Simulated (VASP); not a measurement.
# W in VASP: a series of runs

The runs below take W through single point, with PBE.

Everything below comes from runs of VASP 6.6.1. Logs are shortened: lines on timing, memory, paths and dates and some standing lists are left out, and cuts for length are marked.

### 1 The cell of the first run

The cell holds a slab with vacuum, 4 atoms: a = 3.183 Å, b = 3.183 Å, c = 20.775 Å, α = 90.00°, β = 90.00°, γ = 90.00°.

### 2 Single point, PBE

INCAR

```
SYSTEM = W
PREC = Accurate
ENCUT = 520
EDIFF = 1E-6
ISMEAR = -1
SIGMA = 0.08
LREAL = .False.
LASPH = .True.
NELM = 100
ALGO = Normal
ISIF = 2
LWAVE = .False.
LCHARG = .True.
LDIPOL = .True.
IDIPOL = 3
DIPOL = 0.5 0.5 0.500
GGA = PE
LELF = .True.
LVHAR = .True.
LVACPOTAV = .True.
NBANDS = 36
```

KPOINTS

```
Automatic mesh
0
Gamma
  11 11 1
  0 0 0
```

POSCAR

```
W
1.0
    3.1834185696      0.0000000000      0.0000000000
    0.0000000000      3.1834185696      0.0000000000
    0.0000000000      0.0000000000     20.7751000000
W
4
Direct
    0.2500000000      0.2500000000      0.3850756951
    0.7500000000      0.7500000000      0.4616918981
    0.2500000000      0.2500000000      0.5383081015
    0.7500000000      0.7500000000      0.6149243049
```

Potentials or basis: VASP PAW PBE potentials, release 64 (W_sv).

Command:

```console
cat potpaw_PBE.64/W_sv/POTCAR > POTCAR
mpirun -np 1 vasp_std > vasp.out
```

OUTCAR:

```text
SYSTEM = W
   PREC = Accurate
   ENCUT = 520
   EDIFF = 1E-6
   ISMEAR = -1
   LREAL = .False.
   LASPH = .True.
   NELM = 100
   ISIF = 2
   GGA = PE

 ion  position               nearest neighbor table
   1  0.250  0.250  0.385-   2 2.76   2 2.76   2 2.76   2 2.76   3 3.18
   2  0.750  0.750  0.462-   1 2.76   1 2.76   1 2.76   1 2.76   3 2.76   3 2.76   3 2.76   3 2.76
                             4 3.18
   3  0.250  0.250  0.538-   2 2.76   4 2.76   2 2.76   4 2.76   2 2.76   4 2.76   2 2.76   4 2.76
                             1 3.18
   4  0.750  0.750  0.615-   3 2.76   3 2.76   3 2.76   3 2.76   2 3.18

  LATTYP: Found a simple tetragonal cell.
 ALAT       =     3.1834185696
 C/A-ratio  =     6.5260346843

  Lattice vectors:

 A1 = (   3.1834185696,   0.0000000000,   0.0000000000)
 A2 = (   0.0000000000,   3.1834185696,   0.0000000000)
 A3 = (   0.0000000000,   0.0000000000,  20.7751000000)

Analysis of symmetry for initial positions (statically):
=====================================================================
 Subroutine PRICEL returns:
 Original cell was already a primitive cell.

 Routine SETGRP: Setting up the symmetry group for a
 simple tetragonal supercell.

 Subroutine GETGRP returns: Found 16 space group operations
 (whereof  4 operations were pure point group operations)
 out of a pool of 16 trial point group operations.

The static configuration has the point symmetry C_2h.
 The point group associated with its full space group is D_4h.

Analysis of symmetry for dynamics (positions and initial velocities):
=====================================================================
 Subroutine PRICEL returns:
 Original cell was already a primitive cell.

 Routine SETGRP: Setting up the symmetry group for a
 simple tetragonal supercell.

 Subroutine GETGRP returns: Found 16 space group operations
 (whereof  4 operations were pure point group operations)
 out of a pool of 16 trial point group operations.

The dynamic configuration has the point symmetry C_2h.
 The point group associated with its full space group is D_4h.

 Subroutine INISYM returns: Found 16 space group operations
 (whereof  4 operations are pure point group operations),
 and found     1 'primitive' translations

----------------------------------------------------------------------------------------

                                     Primitive cell

  volume of cell :     210.5381

[... 89 lines left out ...]
   LREAL  =      F    real-space projection
   EDIFFG = 0.1E-04   stopping-criterion for IOM
   NSW    =      0    number of steps for IOM
   IBRION =     -1    ionic relax: 0-MD 1-quasi-New 2-CG
   NFREE  =      0    steps in history (QN), initial steepest desc. (CG)
   ISIF   =      2    stress and relaxation
   ISYM   =      2    0-nonsym 1-usesym 2-fastsym
   POTIM  = 0.5000    time-step for ionic-motion
   TEBEG  =    0.0;   TEEND  =   0.0 temperature during run
   PSTRESS=    0.0 pullay stress
   NELECT =      56.0000    total number of electrons
   NUPDOWN=      -1.0000    fix difference up-down
   EMIN   =  10.00;   EMAX   =-10.00  energy-range for DOS
   EFERMI =   0.00;   METHOD = LEGACY
   ISMEAR =    -1;   SIGMA  =   0.08  broadening in eV -4-tet -1-fermi 0-gaus
   EFERMI_NEDOS =   21; number of points for ismear=-14 and -15
   IALGO  =     38    algorithm
   IMIX   =      4    mixing-type and parameters
     AMIX     =   0.40;   BMIX     =  1.00
     AMIX_MAG =   1.60;   BMIX_MAG =  1.00
  volume/ion in A,a.u.               =      52.63       355.20
  Fermi-wavevector in a.u.,A,eV,Ry     =   1.052836  1.989571 15.081557  1.108463
  Thomas-Fermi vector in A             =   2.187934
   LORBIT       =      0    0 simple, 1 ext, 2 COOP (PROOUT), +10 PAW based schemes
   GGA     = PE    functional components
   LHFCALC =     F    Hartree Fock is set to
   AEXX    =    0.0000 exact exchange contribution
   IVDW    =     0    specifies the selected vdW correction
   LEPSILON=     F    determine dielectric tensor
   LRPA    =     F    only Hartree local field effects (RPA)
 non-spin polarized calculation
  energy-cutoff  :      520.00
  volume of cell :      210.54
 maximum number of plane-waves:      5729
 NGX is ok and might be reduce to    24
   NGX = 11   NGY = 11   NGZ = 77

 number of electron      55.9999991 magnetization

 dipolmoment           0.000000      0.000000      0.000000 electrons x Angstroem

 Free energy of the ion-electron system (eV)
  ---------------------------------------------------
  ext. energy  EPLUGINS =         0.00000000
  ---------------------------------------------------
  free energy    TOTEN  =       -46.37836332 eV

  energy without entropy =      -46.25339249  energy(sigma->0) =      -46.31587790

 E-fermi :   0.5902     XC(G=0):  -5.3529

 val. band max:        0.5873388326   @ k =   0.2727   0.0000   0.0000
 cond. band min:       0.5987331958   @ k =   0.4545   0.0909   0.0000
 fundamental gap:      0.0113943632
 Fermi energy:         0.5902087682

 k-point     1 :       0.0000    0.0000    0.0000
  band No.  band energies     occupation
      1     -73.3801      2.00000
      2     -73.3259      2.00000
      3     -73.2609      2.00000
      4     -73.2057      2.00000
      5     -37.8182      2.00000
      6     -37.7603      2.00000
[... 808 lines left out ...]
     35       3.9148      0.00000
     36       4.0552      0.00000

------------------------ aborting loop because EDIFF is reached ----------------------------------------

  FORCE on cell =-STRESS in cart. coord.  units (eV):
  Direction    XX          YY          ZZ          XY          YZ          ZX
  --------------------------------------------------------------------------------------
  -------------------------------------------------------------------------------------
  Total       -8.7476164     -8.7476164     -5.2539606      0.0000000     -0.0000000     -0.0000000
  in kB      -66.5686422    -66.5686422    -39.9822086      0.0000000     -0.0000000     -0.0000000
  external PRESSURE =     -57.7064977 kB  Pullay stress =       0.0000000 kB

 VOLUME and BASIS-vectors are now :
 -----------------------------------------------------------------------------
  energy-cutoff  :      520.00
  volume of cell :      210.54
      direct lattice vectors                 reciprocal lattice vectors
     3.183418570  0.000000000  0.000000000     0.314127715  0.000000000  0.000000000
     0.000000000  3.183418570  0.000000000     0.000000000  0.314127715  0.000000000
     0.000000000  0.000000000 20.775100000     0.000000000  0.000000000  0.048134546

 POSITION                                       TOTAL-FORCE (eV/Angst)
 -----------------------------------------------------------------------------------
      0.79585      0.79585      7.99999         0.000000      0.000000      1.749885
      2.38756      2.38756      9.59170        -0.000000     -0.000000     -1.978095
      0.79585      0.79585     11.18340        -0.000000      0.000000      1.978095
      2.38756      2.38756     12.77511        -0.000000     -0.000000     -1.749885
 -----------------------------------------------------------------------------------
    total drift:                                0.000000     -0.000000      0.000021

  FREE ENERGIE OF THE ION-ELECTRON SYSTEM (eV)
  ---------------------------------------------------
  free  energy   TOTEN  =       -46.3783633189 eV

  energy  without entropy=      -46.2533924879  energy(sigma->0) =      -46.31587790

 vacuum level on the upper side and lower side of the slab         4.755         4.755
```

OSZICAR:

```text
N       E                     dE             d eps       ncg     rms          rms(c)
DAV:   1     0.640275421020E+03    0.64028E+03   -0.35105E+04  1848   0.145E+03
DAV:   2    -0.249188258840E+02   -0.66519E+03   -0.65486E+03  1784   0.449E+02
DAV:   3    -0.496771813810E+02   -0.24758E+02   -0.23934E+02  1836   0.896E+01
[... 16 lines left out ...]
DAV:  20    -0.463783580812E+02   -0.18348E-05   -0.73899E-07  1156   0.438E-03    0.153E-03
DAV:  21    -0.463783594054E+02   -0.13243E-05   -0.11416E-07  1016   0.256E-03    0.521E-04
DAV:  22    -0.463783613046E+02   -0.18992E-05   -0.96940E-08  1036   0.137E-03    0.322E-04
DAV:  23    -0.463783628009E+02   -0.14962E-05   -0.41627E-08   944   0.935E-04    0.374E-04
DAV:  24    -0.463783633189E+02   -0.51802E-06   -0.11764E-08   884   0.418E-04
   1 F= -.46378363E+02 E0= -.46315878E+02  d E =-.124971E+00
```

It used 180 s of CPU time on 1 thread of Intel(R) Xeon(R) Platinum 8488C (Sapphire Rapids), on a shared host.

What came out:

```yaml
Free_energy: -46.3784 eV
Largest_force: 1.978 eV/Å
Band_gap_on_the_k_mesh: zero (bands 28 and 29 overlap by 1.76 eV)
```

Forces in eV/Å, atoms in the order of the input:
```
W    0.000  0.000  1.750
W    0.000  0.000 -1.978
W    0.000  0.000  1.978
W    0.000  0.000 -1.750
```

Levels at points of the mesh, in eV from the Fermi level:
```csv
k point,band 26,band 27,band 28,band 29,band 30,band 31
"(0.00, 0.00, 0.00)",-0.40,-0.40,-0.23,-0.23,-0.10,1.11
```

Caveat: spin-orbit coupling is left out, which moves the levels of the heavy elements.

### 3 Single point, PBE

INCAR

```
SYSTEM = W
PREC     = Accurate       ! precision mode
ENCUT    = 520            ! plane-wave cutoff, eV
EDIFF    = 1E-6           ! SCF threshold, eV
ISMEAR   = -1             ! smearing method
SIGMA    = 0.08           ! smearing width, eV
LREAL    = .False.        ! projectors in reciprocal space
LASPH    = .True.         ! aspherical terms in the spheres
NELM     = 80             ! most SCF steps
ALGO     = Normal         ! electronic algorithm
ISIF     = 2              ! what is computed and relaxed
LWAVE    = .False.        ! write WAVECAR
LCHARG   = .True.         ! write CHGCAR
LDIPOL   = .True.       
IDIPOL   = 3            
DIPOL    = 0.5 0.5 0.500
GGA      = PE             ! functional
LELF     = .True.         ! ELF
LVHAR    = .True.       
LVACPOTAV= .True.       
NBANDS   = 36             ! bands
```

KPOINTS is that of step 2.

POSCAR

```
W
1.0
    3.1834185696      0.0000000000      0.0000000000
    0.0000000000      3.1834185696      0.0000000000
    0.0000000000      0.0000000000     20.7751000000
W
4
Direct
    0.2500000000      0.2500000000      0.3929589940
    0.7500000000      0.7500000000      0.4581045758
    0.2500000000      0.2500000000      0.5418954242
    0.7500000000      0.7500000000      0.6070410055
```

Potentials or basis: VASP PAW PBE potentials, release 64 (W_sv).

Command:

```console
cat potpaw_PBE.64/W_sv/POTCAR > POTCAR
mpirun -np 1 vasp_std > vasp.out
```

It took 4.6 min on 1 thread of Intel Xeon Platinum 8488C (Sapphire Rapids), shared host; peak memory 0.34 GiB.

It converged, with:

```yaml
Free_energy: -46.8583 eV
Largest_force: 0.052 eV/Å
Band_gap_on_the_k_mesh: zero (bands 28 and 29 overlap by 1.51 eV)
```

Forces on the atoms (eV/Å):
```
W    0.000  0.000 -0.052
W    0.000  0.000  0.009
W    0.000  0.000 -0.009
W    0.000  0.000  0.052
```

Levels at points of the mesh, in eV from the Fermi level:
```tsv
k point	band 25	band 26	band 27	band 28	band 29	band 30	band 31	band 32
(0.00, 0.00, 0.00)	-0.71	-0.31	-0.14	-0.14	-0.14	-0.09	0.12	1.04
```

Caveat: spin-orbit coupling is left out, which moves the levels of the heavy elements.

(Continued in part 2 of 2.)
